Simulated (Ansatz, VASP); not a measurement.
**Two plane-wave programs on HfO2**

File POSCAR:

```
HfO2
1.0
   -2.5291609878     -2.5291609878      0.0000000000
    2.5291609878     -2.5291609878      0.0000000000
   -0.8432222733      0.0000000000     10.1166439513
Hf O
4 8
Direct
   -0.0729312500      0.0729312500      0.4375000000
    0.3853937500      0.6146062500      0.6875000000
   -0.1562812500      0.1562812500      0.9375000000
    0.4687437500      0.5312562500      0.1875000000
    0.4895812500      0.0104187500      0.0625000000
   -0.0520937500      0.5520937500      0.3125000000
    0.4062312500      0.0937687500      0.5625000000
   -0.1354437500      0.6354437500      0.8125000000
    0.4479062500      0.0520937500      0.3125000000
   -0.0937687500      0.5937687500      0.5625000000
    0.3645562500      0.1354437500      0.8125000000
   -0.0104187500      0.5104187500      0.0625000000
```

File INCAR.step1:

```
SYSTEM = HfO2
PREC = Accurate ; ENCUT = 520
ISMEAR = 0 ; SIGMA = 0.05
LREAL = .FALSE. ; LASPH = .TRUE.
NELM = 80 ; NBANDS = 56
GGA = PE ; ALGO = Normal
EDIFF = 1E-4 ; LWAVE = .TRUE.
LCHARG = .FALSE.
```

The input INCAR.step2:

```
SYSTEM = HfO2
PREC = Accurate ; ENCUT = 520
EDIFF = 1E-6 ; ISMEAR = 0
SIGMA = 0.05 ; LREAL = .FALSE.
LASPH = .TRUE. ; NELM = 80
ALGO = Normal ; ISIF = 2
LWAVE = .FALSE. ; LCHARG = .TRUE.
METAGGA = R2SCAN ; LMIXTAU = .TRUE.
LELF = .TRUE. ; LVHAR = .TRUE.
NBANDS = 56 ; ISTART = 1
```

KPOINTS

```
regular mesh
0
G
  6 6 3
  0 0 0
```

Input for Ansatz:

```yaml
crystal:
  lattice:
    - [-2.5291609878, -2.5291609878, 0.0]
    - [2.5291609878, -2.5291609878, 0.0]
    - [-0.8432222733, 0.0, 10.1166439513]
  atoms:
    - { symbol: Hf, position: [-0.07293125, 0.07293125, 0.4375] }
    - { symbol: Hf, position: [0.38539375, 0.61460625, 0.6875] }
    - { symbol: Hf, position: [-0.15628125, 0.15628125, 0.9375] }
    - { symbol: Hf, position: [0.46874375, 0.53125625, 0.1875] }
    - { symbol: O, position: [0.48958125, 0.01041875, 0.0625] }
    - { symbol: O, position: [-0.05209375, 0.55209375, 0.3125] }
    - { symbol: O, position: [0.40623125, 0.09376875, 0.5625] }
    - { symbol: O, position: [-0.13544375, 0.63544375, 0.8125] }
    - { symbol: O, position: [0.44790625, 0.05209375, 0.3125] }
    - { symbol: O, position: [-0.09376875, 0.59376875, 0.5625] }
    - { symbol: O, position: [0.36455625, 0.13544375, 0.8125] }
    - { symbol: O, position: [-0.01041875, 0.51041875, 0.0625] }
basis:
  ecutwfc: 500
kpoints:
  mp_grid: { grid: [6, 6, 3] }
hamiltonian:
  xc: r2scan
scf:
  occupations: { method: gaussian, width: 0.05 }
output:
  forces: true
  stress: true
  eigenvalues: true
```

Alike in both runs: task single point; functional r2SCAN; k mesh 6 × 6 × 3; occupations gaussian, width 0.05 eV; no spin polarisation.

```csv
,VASP,Ansatz
version,VASP 6.6.1,Ansatz 0.2.0
potentials or method,"VASP PAW PBE potentials, release 64 (Hf_pv, O), cutoff 520 eV","scalar-relativistic, plane waves, PAW"
valence electrons in the cell,88,152
```

Ansatz gave:

```
gap on the k mesh at the Fermi level (eV)                     : 3.60
least direct gap on the mesh (eV)                             : 3.83
pressure (GPa)                                                : 9.1
traceless stress, the component that is largest in VASP (GPa) : 6.95
rms of the force components (eV/Å)                            : 1.837
```

Problem. What did VASP give for the same quantities?

Solution. gap on the k mesh at the Fermi level (eV): 3.61; least direct gap on the mesh (eV): 3.84; pressure (GPa): 5.3; traceless stress, the component that is largest in VASP (GPa): 6.85; rms of the force components (eV/Å): 1.828.

VASP's potentials were made for PBE, not for r2SCAN. Atom by atom the forces differ by 0.027 eV/Å (rms over components). VASP's potentials hold 88 valence electrons a cell and Ansatz's 152, so a difference there can come from the potentials and not from the codes.

Neither program's run includes spin-orbit coupling.
